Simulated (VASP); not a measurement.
Al3Ru, 8 atoms in the cell. Symmetry: Pm-3n, No. 223, cubic system. Conventional cell: a = 4.908 Å, b = 4.908 Å, c = 4.908 Å, α = 90.00°, β = 90.00°, γ = 90.00°. Al (site symmetry -4m2) has 10 Al at 2.45 to 3.01 Å and 4 Ru at 2.74 Å within 3.2 Å. Ru (site symmetry m-3) has 12 Al at 2.74 Å within 3.6 Å. The cell was generated, and may not be a known phase.

* Program: VASP 6.6.1
* Task: relaxation of cell and atoms
* Functional: PBE
* Potentials or basis: VASP PAW PBE potentials, release 64 (Al, Ru_pv)
* Cutoff: 600 eV
* k mesh: 8 × 8 × 8
* Occupations: gaussian, width 0.1 eV
* Spin: no spin polarisation
* Dipole correction: no
* Further INCAR settings: ALGO = Fast; EDIFF = 1e-06; IBRION = 2; EDIFFG = -0.01; NSW = 100; ISIF = 3

Potentials or basis: VASP PAW PBE potentials, release 64 (Al, Ru_pv).

Launch:

```sh
$ cat potpaw_PBE.64/Al/POTCAR potpaw_PBE.64/Ru_pv/POTCAR > POTCAR
$ mpirun -np 1 vasp_std > vasp.out
```

Hardware: 1 thread of Intel Xeon 8259CL, on a shared host.

How long does it take, and how much memory?

Run time: 5.2 min on 1 thread of Intel Xeon 8259CL (shared host), peak memory 0.32 GiB. Counts: scf iterations 34, k points 35, ion steps 3.
